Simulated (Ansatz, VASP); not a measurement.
BaS in VASP and in Ansatz

```xyz
4
Lattice="5.3819 0.0000 0.0000 -2.6909 4.6608 0.0000 0.0000 0.0000 6.5665" Properties=species:S:1:pos:R:3 pbc="T T T"
Ba    0.0000    3.1072   -0.4104
Ba    2.6909    1.5536    2.8729
S     0.0000    3.1072    2.8729
S     2.6909    1.5536    6.1561
```

Change from the starting cell: uniaxial_z strain +2.9%.

Alike in both runs: task single point; functional r2SCAN; k mesh 6 × 6 × 4; no spin polarisation.

|  | VASP | Ansatz |
| --- | --- | --- |
| version | VASP 6.6.1 | Ansatz 0.2.0 |
| potentials or method | VASP PAW PBE potentials, release 64 (Ba_sv, S) | plane waves, PAW |
| plane-wave cutoff (eV) | 520 | 500 |
| occupations | gaussian, width 0.01 eV | fixed |
| valence electrons in the cell | 32 | 32 |

```csv
,VASP,Ansatz,Ansatz less VASP
gap on the k mesh at the Fermi level (eV),2.89,2.96,+0.073
pressure (GPa),-0.6,-1.0,-0.40
"traceless stress, the component that is largest in VASP (GPa)",-1.16,-1.13,+0.030
```

VASP's potentials were made for PBE, not for r2SCAN.

Neither program's run includes spin-orbit coupling.
